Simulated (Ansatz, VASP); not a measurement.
## Two plane-wave programs on Ti2B2Os

```
CELL_PARAMETERS angstrom
3.46463 0.00000 0.00000
-1.73232 3.00046 0.00000
0.00000 0.00000 5.66840
ATOMIC_POSITIONS crystal
Ti 0.33333 0.66667 0.63310
Ti 0.66667 0.33333 0.36690
B 0.33333 0.66667 0.23820
B 0.66667 0.33333 0.76180
Os 0.00000 0.00000 0.00000
```

Change from the starting cell: species swapped into the CaCd2As2 type (P-3m1, No. 164).

Alike in both runs: task relaxation of cell and atoms; functional PBE; k mesh 6 × 6 × 4; occupations gaussian, width 0.1 eV; no spin polarisation.

```csv
,VASP,Ansatz
version,VASP 6.6.1,Ansatz 0.2.0
potentials or method,"VASP PAW PBE potentials, release 64 (Ti_sv, B, Os), cutoff 600 eV","scalar-relativistic, plane waves, PAW"
valence electrons in the cell,38,46
```

Ansatz gave:

```
gap on the k mesh at the Fermi level, each at its own relaxed structure (eV)  : none
relaxed volume (Å³/atom)                                                      : 12.19
relaxed length of the cell vector where the two differ most in proportion (Å) : 4.880
```

**Question.** Which values does VASP return?

**Answer.** gap on the k mesh at the Fermi level, each at its own relaxed structure (eV): none; relaxed volume (Å³/atom): 12.58; relaxed length of the cell vector where the two differ most in proportion (Å): 6.501.

A gap of «none» marks a metal or a gap that the smearing closes. One of these differences is far larger than is usual between the two programs; its cause wasn't traced. VASP's potentials hold 38 valence electrons a cell and Ansatz's 46, so a difference there can come from the potentials and not from the codes.

Spin-orbit coupling is off throughout.
